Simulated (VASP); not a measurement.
# Hf2Si (I4/mcm) in VASP: a series of runs

Hf2Si is run at these levels: r2SCAN; tasks: single point.

Program: VASP 6.6.1. These are calculated values, not measurements. Logs are shortened: lines on timing, memory, paths and dates and some standing lists are left out, and cuts for length are marked.

**1. The cell of the first run**

It takes space group I4/mcm (No. 140, tetragonal). Conventional cell: a = 6.551 Å, b = 6.551 Å, c = 5.166 Å, α = 90.00°, β = 90.00°, γ = 90.00°. Within 3.7 Å of Hf (site symmetry m2m) lie 4 Si at 2.79 Å and 11 Hf at 2.90 to 3.50 Å. Within 3.4 Å of Si (site symmetry 422) lie 2 Si at 2.58 Å and 8 Hf at 2.79 Å.

**2. Single point, r2SCAN**

POSCAR reads:

```
Hf2Si
1.0
   -3.2753522240      3.2753522240      2.5828233930
    3.2753522240     -3.2753522240      2.5828233930
    3.2753522240      3.2753522240     -2.5828233930
Hf Si
4 2
Direct
    0.8435136200      0.6564863800      0.5000000000
    0.3435136200      0.8435136200      0.1870272400
    0.1564863800      0.3435136200      0.5000000000
    0.6564863800      0.1564863800      0.8129727600
    0.7500000000      0.7500000000      0.0000000000
    0.2500000000      0.2500000000      0.0000000000
```

INCAR.step1 reads:

```
SYSTEM = Hf2Si
  ALGO = Normal
  EDIFF = 1E-4
  ENCUT = 520
  GGA = PE
  ISMEAR = 0
  LASPH = .TRUE.
  LCHARG = .FALSE.
  LREAL = .FALSE.
  LWAVE = .TRUE.
  NBANDS = 33
  NELM = 100
  PREC = Accurate
  SIGMA = 0.1
```

INCAR.step2 reads:

```
SYSTEM = Hf2Si
  ALGO = Normal
  EDIFF = 1E-6
  ENCUT = 520
  ISIF = 2
  ISMEAR = 0
  ISTART = 1
  LASPH = .TRUE.
  LCHARG = .TRUE.
  LELF = .TRUE.
  LMIXTAU = .TRUE.
  LREAL = .FALSE.
  LVHAR = .TRUE.
  LWAVE = .FALSE.
  METAGGA = R2SCAN
  NBANDS = 33
  NELM = 100
  PREC = Accurate
  SIGMA = 0.1
```

KPOINTS reads:

```
k-points
0
G
  6 6 6
  0 0 0
```

Potentials or basis: VASP PAW PBE potentials, release 64 (Hf_pv, Si).

Run with:

```bash
$ cat potpaw_PBE.64/Hf_pv/POTCAR potpaw_PBE.64/Si/POTCAR > POTCAR
$ cp INCAR.step1 INCAR
$ mpirun -np 1 vasp_std > vasp.out
$ cp INCAR.step2 INCAR
$ mpirun -np 1 vasp_std > vasp.out
```

OUTCAR:

```text
SYSTEM = Hf2Si
   EDIFF = 1E-6
   ENCUT = 520
   ISIF = 2
   ISMEAR = 0
   ISTART = 1
   LASPH = .TRUE.
   LREAL = .FALSE.
   METAGGA = R2SCAN
   NELM = 100
   PREC = Accurate

 ion  position               nearest neighbor table
   1  0.844  0.656  0.500-   6 2.79   5 2.79   5 2.79   6 2.79   3 2.90   3 3.11   3 3.11   4 3.30
                             2 3.30   4 3.30   2 3.30   4 3.50   2 3.50   2 3.50   4 3.50
   2  0.344  0.844  0.187-   5 2.79   6 2.79   6 2.79   5 2.79   4 2.90   4 3.11   4 3.11   1 3.30
                             3 3.30   3 3.30   1 3.30   1 3.50   3 3.50   1 3.50   3 3.50
   3  0.156  0.344  0.500-   5 2.79   6 2.79   6 2.79   5 2.79   1 2.90   1 3.11   1 3.11   4 3.30
                             2 3.30   4 3.30   2 3.30   4 3.50   2 3.50   4 3.50   2 3.50
   4  0.656  0.156  0.813-   5 2.79   6 2.79   6 2.79   5 2.79   2 2.90   2 3.11   2 3.11   1 3.30
                             3 3.30   3 3.30   1 3.30   1 3.50   3 3.50   1 3.50   3 3.50
   5  0.750  0.750  0.000-   6 2.58   6 2.58   2 2.79   4 2.79   4 2.79   2 2.79   1 2.79   1 2.79
                             3 2.79   3 2.79
   6  0.250  0.250  0.000-   5 2.58   5 2.58   2 2.79   4 2.79   4 2.79   2 2.79   3 2.79   1 2.79
                             1 2.79   3 2.79

  LATTYP: Found a body centered tetragonal cell.
 ALAT       =     6.5507044480
 C/A-ratio  =     0.7885635548

  Lattice vectors:

 A1 = (  -3.2753522240,   3.2753522240,   2.5828233930)
 A2 = (   3.2753522240,  -3.2753522240,   2.5828233930)
 A3 = (   3.2753522240,   3.2753522240,  -2.5828233930)

Analysis of symmetry for initial positions (statically):
=====================================================================
 Subroutine PRICEL returns:
 Original cell was already a primitive cell.

 Routine SETGRP: Setting up the symmetry group for a
 body centered tetragonal supercell.

 Subroutine GETGRP returns: Found 16 space group operations
 (whereof  8 operations were pure point group operations)
 out of a pool of 16 trial point group operations.

The static configuration has the point symmetry C_4h.
 The point group associated with its full space group is D_4h.

Analysis of symmetry for dynamics (positions and initial velocities):
=====================================================================
 Subroutine PRICEL returns:
 Original cell was already a primitive cell.

 Routine SETGRP: Setting up the symmetry group for a
 body centered tetragonal supercell.

 Subroutine GETGRP returns: Found 16 space group operations
 (whereof  8 operations were pure point group operations)
 out of a pool of 16 trial point group operations.

The dynamic configuration has the point symmetry C_4h.
 The point group associated with its full space group is D_4h.

 Subroutine INISYM returns: Found 16 space group operations
 (whereof  8 operations are pure point group operations),
 and found     1 'primitive' translations

----------------------------------------------------------------------------------------

                                     Primitive cell

  volume of cell :     110.8334

  direct lattice vectors                    reciprocal lattice vectors
    -3.275352224  3.275352224  2.582823393     0.000000000  0.152655338  0.193586600
     3.275352224 -3.275352224  2.582823393     0.152655338  0.000000000  0.193586600
     3.275352224  3.275352224 -2.582823393     0.152655338  0.152655338  0.000000000

  length of vectors
     5.303474433  5.303474433  5.303474433     0.246534833  0.246534833  0.215887249

  position of ions in fractional coordinates (direct lattice)
     0.843513620  0.656486380  0.500000000
     0.343513620  0.843513620  0.187027240
     0.156486380  0.343513620  0.500000000
     0.656486380  0.156486380  0.812972760
     0.750000000  0.750000000  0.000000000
     0.250000000  0.250000000  0.000000000

  ion indices of the primitive-cell ions
   primitive index   ion index
                 1           1
                 2           2
                 3           3
                 4           4
                 5           5
                 6           6

----------------------------------------------------------------------------------------

 KPOINTS: k-points

Automatic generation of k-mesh.
 Grid dimensions read from file:
 generate k-points for:    6    6    6

 Generating k-lattice:

  Cartesian coordinates                     Fractional coordinates (reciprocal lattice)
     0.000000000  0.025442556  0.032264433     0.166666667 -0.000000000  0.000000000
     0.025442556  0.000000000  0.032264433    -0.000000000  0.166666667  0.000000000
     0.025442556  0.025442556  0.000000000     0.000000000  0.000000000  0.166666667

  Length of vectors
     0.041089139  0.041089139  0.035981208

  Shift w.r.t. Gamma in fractional coordinates (k-lattice)
     0.000000000  0.000000000  0.000000000

 Subroutine IBZKPT returns following result:
 ===========================================

 Found     30 irreducible k-points:

 Following reciprocal coordinates:
            Coordinates               Weight
  0.000000  0.000000  0.000000      1.000000
  0.166667  0.000000 -0.000000      8.000000
  0.333333  0.000000 -0.000000      8.000000
  0.500000  0.000000 -0.000000      4.000000
  0.166667  0.166667 -0.000000      8.000000
  0.333333  0.166667 -0.000000     16.000000
[... 16 lines left out ...]
 -0.333333 -0.333333  0.166667      8.000000
 -0.166667 -0.333333  0.166667      8.000000
 [... further k-points ...]
   k-points           NKPTS =     30   k-points in BZ     NKDIM =     30   number of bands    NBANDS=     33
   number of dos      NEDOS =    301   number of ions     NIONS =      6
   total plane-waves  NPLWV =  64000
   dimension x,y,z NGX =    40 NGY =   40 NGZ =   40
   dimension x,y,z NGXF=    80 NGYF=   80 NGZF=   80
   ions per type =               4   2
   NGX,Y,Z   is equivalent  to a cutoff of  12.54, 12.54, 12.54 a.u.
   NGXF,Y,Z  is equivalent  to a cutoff of  25.08, 25.08, 25.08 a.u.
 SYSTEM =  Hf2Si
   PREC   = accura    normal or accurate (medium, high low for compatibility)
   ISTART =      1    job   : 0-new  1-cont  2-samecut
   ICHARG =      0    charge: 1-file 2-atom 10-const
   ISPIN  =      1    spin polarized calculation?
   LNONCOLLINEAR =      F non collinear calculations
   LSORBIT =      F    spin-orbit coupling
   LASPH  =      T    aspherical Exc in radial PAW
   ENCUT  =  520.0 eV  38.22 Ry    6.18 a.u.   9.86  9.86  9.86*2*pi/ulx,y,z
   NELM   =    100;   NELMIN=  2; NELMDL=  0     # of ELM steps
   EDIFF  = 0.1E-05   stopping-criterion for ELM
   LREAL  =      F    real-space projection
   EDIFFG = 0.1E-04   stopping-criterion for IOM
   NSW    =      0    number of steps for IOM
   IBRION =     -1    ionic relax: 0-MD 1-quasi-New 2-CG
   NFREE  =      0    steps in history (QN), initial steepest desc. (CG)
   ISIF   =      2    stress and relaxation
   ISYM   =      2    0-nonsym 1-usesym 2-fastsym
   POTIM  = 0.5000    time-step for ionic-motion
   TEBEG  =    0.0;   TEEND  =   0.0 temperature during run
   PSTRESS=    0.0 pullay stress
   NELECT =      48.0000    total number of electrons
   NUPDOWN=      -1.0000    fix difference up-down
   EMIN   =  10.00;   EMAX   =-10.00  energy-range for DOS
   EFERMI =   0.00;   METHOD = LEGACY
   ISMEAR =     0;   SIGMA  =   0.10  broadening in eV -4-tet -1-fermi 0-gaus
   EFERMI_NEDOS =   21; number of points for ismear=-14 and -15
   IALGO  =     38    algorithm
   IMIX   =      4    mixing-type and parameters
     AMIX     =   0.40;   BMIX     =  1.00
     AMIX_MAG =   1.60;   BMIX_MAG =  1.00
  volume/ion in A,a.u.               =      18.47       124.66
  Fermi-wavevector in a.u.,A,eV,Ry     =   1.238602  2.340618 20.873162  1.534134
  Thomas-Fermi vector in A             =   2.373120
   LORBIT       =      0    0 simple, 1 ext, 2 COOP (PROOUT), +10 PAW based schemes
   METAGGA = R2SCAN    functional components
   LHFCALC =     F    Hartree Fock is set to
   AEXX    =    0.0000 exact exchange contribution
   IVDW    =     0    specifies the selected vdW correction
   LEPSILON=     F    determine dielectric tensor
   LRPA    =     F    only Hartree local field effects (RPA)
 non-spin polarized calculation
 Gauss-broadening in eV      SIGMA  =   0.10
  energy-cutoff  :      520.00
  volume of cell :      110.83
 maximum number of plane-waves:      3018
   NGX = 19   NGY = 19   NGZ = 19

 number of electron      48.0000004 magnetization

 Free energy of the ion-electron system (eV)
  ---------------------------------------------------
  ext. energy  EPLUGINS =         0.00000000
  ---------------------------------------------------
  free energy    TOTEN  =      -202.92088983 eV

  energy without entropy =     -202.91130655  energy(sigma->0) =     -202.91609819

 E-fermi :   6.0435     XC(G=0): -12.4112

 val. band max:        6.0302795075   @ k =   0.3333   0.1667  -0.0000
 cond. band min:       6.0773114649   @ k =  -0.3333   0.5000   0.3333
 fundamental gap:      0.0470319574
 Fermi energy:         6.0435306477

 k-point     1 :       0.0000    0.0000    0.0000
  band No.  band energies     occupation
      1     -25.4457      2.00000
      2     -25.4376      2.00000
      3     -25.3116      2.00000
      4     -25.3116      2.00000
      5     -25.2798      2.00000
      6     -25.2798      2.00000
[... 25 lines left out ...]
     32       9.7464      0.00000
     33      10.7657      0.00000

 k-point     2 :       0.1667    0.0000   -0.0000
  band No.  band energies     occupation
      1     -25.4800      2.00000
      2     -25.4457      2.00000
      3     -25.3605      2.00000
      4     -25.3317      2.00000
      5     -25.2256      2.00000
      6     -25.2138      2.00000
[... 25 lines left out ...]
     32      10.5434      0.00000
     33      11.1295      0.00000
[... 754 lines left out ...]
     32       9.6871      0.00000
     33      10.7565      0.00000

 k-point    24 :      -0.1667   -0.3333    0.1667
  band No.  band energies     occupation
      1     -25.5747      2.00000
      2     -25.4087      2.00000
      3     -25.3533      2.00000
      4     -25.2726      2.00000
      5     -25.2718      2.00000
      6     -25.1994      2.00000
[... 25 lines left out ...]
     32      10.3572      0.00000
     33      10.5857      0.00000

 [... further k-points ...]

------------------------ aborting loop because EDIFF is reached ----------------------------------------

  FORCE on cell =-STRESS in cart. coord.  units (eV):
  Direction    XX          YY          ZZ          XY          YZ          ZX
  --------------------------------------------------------------------------------------
  -------------------------------------------------------------------------------------
  Total       -0.0410272     -0.0410272      0.0064909      0.0000000     -0.0000000      0.0000000
  in kB       -0.5930785     -0.5930785      0.0938299      0.0000000     -0.0000000      0.0000000
  external PRESSURE =      -0.3641090 kB  Pullay stress =       0.0000000 kB

 VOLUME and BASIS-vectors are now :
 -----------------------------------------------------------------------------
  energy-cutoff  :      520.00
  volume of cell :      110.83
      direct lattice vectors                 reciprocal lattice vectors
    -3.275352224  3.275352224  2.582823393     0.000000000  0.152655338  0.193586600
     3.275352224 -3.275352224  2.582823393     0.152655338  0.000000000  0.193586600
     3.275352224  3.275352224 -2.582823393     0.152655338  0.152655338  0.000000000

 POSITION                                       TOTAL-FORCE (eV/Angst)
 -----------------------------------------------------------------------------------
      1.02510      2.25026      2.58282         0.002408     -0.002408      0.000000
      2.25026     -1.02510      2.58282        -0.002408     -0.002408     -0.000000
      2.25026      1.02510      0.00000        -0.002408      0.002408     -0.000000
      1.02510      4.30045     -0.00000         0.002408      0.002408      0.000000
      0.00000      0.00000      3.87424        -0.000000      0.000000      0.000000
      0.00000      0.00000      1.29141        -0.000000     -0.000000      0.000000
 -----------------------------------------------------------------------------------
    total drift:                               -0.000000      0.000000     -0.000000

  FREE ENERGIE OF THE ION-ELECTRON SYSTEM (eV)
  ---------------------------------------------------
  free  energy   TOTEN  =      -202.9208898298 eV

  energy  without entropy=     -202.9113065468  energy(sigma->0) =     -202.91609819
```

Run time: 12 min. Hardware: 1 thread of Intel Xeon 8259CL, shared host; peak memory 0.31 GiB.

What came out:

```yaml
Free_energy: -202.9209 eV
Pressure: 0.0 GPa
Largest_force: 0.003 eV/Å
Band_gap_on_the_k_mesh: zero (bands 24 and 25 overlap by 0.75 eV)
```

Forces on the atoms (eV/Å):
```
Hf   0.002 -0.002  0.000
Hf  -0.002 -0.002  0.000
Hf  -0.002  0.002  0.000
Hf   0.002  0.002  0.000
Si   0.000  0.000  0.000
Si   0.000  0.000  0.000
```

Levels at points of the mesh, in eV from the Fermi level:
| k point | band 22 | band 23 | band 24 | band 25 | band 26 | band 27 |
| --- | --- | --- | --- | --- | --- | --- |
| (0.00, 0.00, 0.00) | -1.42 | -1.18 | -1.00 | 2.21 | 2.26 | 2.31 |
| (0.50, 0.00, 0.00) | -0.84 | -0.55 | -0.55 | 0.20 | 0.20 | 2.15 |
| (0.50, 0.50, 0.00) | -1.19 | -0.85 | -0.54 | 1.41 | 1.48 | 1.85 |
| (0.50, 0.50, 0.50) | -0.54 | 0.10 | 0.36 | 0.42 | 0.42 | 1.45 |

Caveat: the PAW data sets were made with another functional, which shifts forces and pressure a little; spin-orbit coupling is left out, which moves the levels of the heavy elements.

**3. Single point, r2SCAN**

POSCAR is that of step 2.

INCAR.step1 reads:

```
SYSTEM = Hf2Si
ALGO = Normal
EDIFF = 1E-4
ENCUT = 520
GGA = PE
ISMEAR = 0
LASPH = .True.
LCHARG = .False.
LREAL = .False.
LWAVE = .True.
NBANDS = 33
NELM = 60
PREC = Accurate
SIGMA = 0.1
```

INCAR.step2 reads:

```
SYSTEM = Hf2Si
ALGO = Normal
EDIFF = 1E-6
ENCUT = 520
ISIF = 2
ISMEAR = 0
ISTART = 1
LASPH = .True.
LCHARG = .False.
LMIXTAU = .True.
LREAL = .False.
LWAVE = .False.
METAGGA = R2SCAN
NBANDS = 33
NELM = 60
PREC = Accurate
SIGMA = 0.1
```

KPOINTS reads:

```
Automatic mesh
0
Gamma
  6 6 6
  0.5 0.5 0.5
```

Potentials or basis: VASP PAW PBE potentials, release 64 (Hf_pv, Si).

Run with:

```bash
$ cat potpaw_PBE.64/Hf_pv/POTCAR potpaw_PBE.64/Si/POTCAR > POTCAR
$ cp INCAR.step1 INCAR
$ mpirun -np 1 vasp_std > vasp.out
$ cp INCAR.step2 INCAR
$ mpirun -np 1 vasp_std > vasp.out
```

Wall time 11 min (1 thread of Intel Xeon 8259CL, shared host); peak memory 0.3 GiB.

The run converged. Its results:

| Property | Result |
| --- | --- |
| Free energy | -202.9130 eV |
| Pressure | 0.0 GPa |
| Largest force | 0.008 eV/Å |
| Band gap on the k mesh | zero (bands 24 and 25 overlap by 0.56 eV) |

Forces in eV/Å, atoms in the order of the input:
```
Hf  -0.005  0.005  0.000
Hf   0.005  0.005  0.000
Hf   0.005 -0.005  0.000
Hf  -0.005 -0.005  0.000
Si   0.000  0.000  0.000
Si   0.000  0.000  0.000
```

Levels at points of the mesh, in eV from the Fermi level:
```csv
k point,band 21,band 22,band 23,band 24,band 25,band 26,band 27,band 28
"(0.08, 0.08, 0.08)",-1.65,-1.26,-1.13,-0.66,1.32,1.73,2.00,2.51
```

Caveat: the PAW data sets were made with another functional, which shifts forces and pressure a little; spin-orbit coupling is left out, which moves the levels of the heavy elements.

(Part 1 of 2 ends here.)
